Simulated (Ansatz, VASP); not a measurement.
**Two plane-wave programs on Cu**

INCAR

```
SYSTEM = Cu
ALGO = Normal
EDIFF = 1E-6
ENCUT = 700
GGA = PE
GGA_COMPAT = .False.
ISIF = 2
ISMEAR = 0
LASPH = .True.
LCHARG = .False.
LREAL = .False.
LWAVE = .False.
NBANDS = 26
NELM = 120
PREC = Accurate
SIGMA = 0.1
```

KPOINTS

```
k-points
0
Gamma
  14 14 16
  0 0 0
```

Contents of POSCAR:

```
Cu
1.0
    2.9510618436      0.0000000000      0.0000000000
    0.0000000000      2.9510618436      0.0000000000
    0.0000000000      0.0000000000      2.8418841200
Cu
2
Direct
    0.0000000000      0.0000000000      0.0000000000
    0.5000000000      0.5000000000      0.5000000000
```

Input for Ansatz:

```yaml
crystal:
  lattice:
    - [2.9510618436, 0.0, 0.0]
    - [0.0, 2.9510618436, 0.0]
    - [0.0, 0.0, 2.84188412]
  atoms:
    - { symbol: Cu, position: [0.0, 0.0, 0.0] }
    - { symbol: Cu, position: [0.5, 0.5, 0.5] }
basis:
  ecutwfc: 420
kpoints:
  mp_grid: { grid: [14, 14, 16] }
hamiltonian:
  xc: pbe
scf:
  occupations: { method: gaussian, width: 0.1 }
output:
  forces: true
  stress: true
  eigenvalues: true
```

Change from the starting cell: strain along c alone, the other axes held, atoms relaxed: +3.0 %.

Alike in both runs: task single point; functional PBE; k mesh 14 × 14 × 16; occupations gaussian, width 0.1 eV; no spin polarisation.

|  | VASP | Ansatz |
| --- | --- | --- |
| version | VASP 6.6.1 | Ansatz 0.2.0 |
| potentials or method | VASP PAW PBE potentials, release 64 (Cu_sv_GW), cutoff 700 eV | scalar-relativistic, plane waves, PAW |
| valence electrons in the cell | 38 | 38 |

|  | VASP | Ansatz | Ansatz less VASP |
| --- | --- | --- | --- |
| gap on the k mesh at the Fermi level (eV) | none | none | - |
| pressure (GPa) | -8.3 | -3.9 | +4.38 |

A gap of «none» marks a metal or a gap that the smearing closes. One of these differences is far larger than is usual between the two programs; its cause wasn't traced.
